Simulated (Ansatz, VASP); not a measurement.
## SnO in VASP and in Ansatz

```
CELL_PARAMETERS angstrom
2.74426 -2.63667 0.00000
2.74426 2.63667 0.00000
0.00000 0.00000 9.49482
ATOMIC_POSITIONS crystal
Sn 0.99919 0.00081 0.99986
Sn 0.00081 0.99919 0.49986
Sn 0.50081 0.49919 0.25714
Sn 0.49919 0.50081 0.75714
O 0.00078 0.49922 0.37850
O 0.99922 0.50078 0.87850
O 0.50078 0.99922 0.37850
O 0.49922 0.00078 0.87850
```

Change from the starting cell: strain +0.0200 x Voigt [1, -1, 0, 0, 0, 0], atoms carried along.

Alike in both runs: task single point; functional PBEsol; k mesh 10 × 10 × 4; occupations gaussian, width 0.15 eV; no spin polarisation.

|  | VASP | Ansatz |
| --- | --- | --- |
| version | VASP 6.6.1 | Ansatz 0.2.0 |
| potentials or method | VASP PAW PBE potentials, release 64 (Sn_d, O), cutoff 520 eV | scalar-relativistic, plane waves, PAW |
| valence electrons in the cell | 80 | 80 |

|  | VASP | Ansatz | Ansatz less VASP |
| --- | --- | --- | --- |
| gap on the k mesh at the Fermi level (eV) | none | none | - |
| pressure (GPa) | 0.3 | 0.1 | -0.24 |
| traceless stress, the component that is largest in VASP (GPa) | 3.42 | 3.44 | +0.023 |
| rms of the force components (eV/Å) | 0.037 | 0.003 | -0.0341 |

VASP's potentials were made for PBE, not for PBEsol. Atom by atom the forces differ by 0.035 eV/Å (rms over components). A gap of «none» marks a metal or a gap that the smearing closes.
